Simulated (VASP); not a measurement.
Set up this calculation in VASP 6.6.1, as the native input.

```yaml
Task: electric field gradients
Functional: PBE
Potentials_or_basis: VASP PAW PBE potentials, release 64 (Ba_sv, Ti_sv, O)
Cutoff: 520 eV
k_mesh: 7 × 7 × 7
Occupations: fermi-dirac, width 0.03 eV
Spin: no spin polarisation
Dipole_correction: no
Further_INCAR_settings: ALGO = Normal; EDIFF = 1e-08; NBANDS = 28
```

The structure of BaTiO3 lies in POSCAR:

```
BaTiO3
1.0
    3.9998000000     -0.0199990000     -0.0199990000
   -0.0199990000      3.9998000000     -0.0199990000
   -0.0200900000     -0.0200900000      4.0180000000
Ba Ti O
1 1 3
Direct
    0.0000000000      0.0000000000      0.0000000000
    0.5000000000      0.5000000000      0.5000000000
    0.5000000000      0.5000000000      0.0000000000
    0.5000000000      0.0000000000      0.5000000000
    0.0000000000      0.5000000000      0.5000000000
```

This cell differs from its parent crystal: equal xy, yz and zx shear strains of -1 %.

These files were run (other wordings do the same):

INCAR

```
SYSTEM = BaTiO3
  PREC = Accurate
  ENCUT = 520
  EDIFF = 1E-8
  ISMEAR = -1
  SIGMA = 0.03
  LREAL = .FALSE.
  LASPH = .TRUE.
  NELM = 100
  ALGO = Normal
  ISIF = 2
  LWAVE = .FALSE.
  LCHARG = .FALSE.
  GGA = PE
  LEFG = .TRUE.
  NBANDS = 28
```

KPOINTS

```
regular mesh
0
G
  7 7 7
  0 0 0
```

Potentials or basis: VASP PAW PBE potentials, release 64 (Ba_sv, Ti_sv, O).

Run with:

```console
$ cat potpaw_PBE.64/Ba_sv/POTCAR potpaw_PBE.64/Ti_sv/POTCAR potpaw_PBE.64/O/POTCAR > POTCAR
$ mpirun -np 1 vasp_std > vasp.out
```

It gave:

```yaml
Pressure: 3.5 GPa
Band_gap_on_the_k_mesh: 1.75 eV (least direct gap 1.79 eV)
Largest_electric_field_gradient_by_atom: Ba -12.6; Ti +5.2; O +26.6, +24.5 (each value once) V/Å²
```

Caveat: the cell differs from its parent crystal (equal xy, yz and zx shear strains of -1 %); the cell stands under pressure; without QUAD_EFG the Cq values of the log hold for a quadrupole moment of 1 mb, not for the nuclei; spin-orbit coupling is left out, which moves the levels of the heavy elements; an odd mesh through Γ misses points on the zone boundary, where band edges can lie.

It took 4.7 min on 1 thread of Intel Xeon 8259CL, on a shared host, peak memory 0.3 GiB.
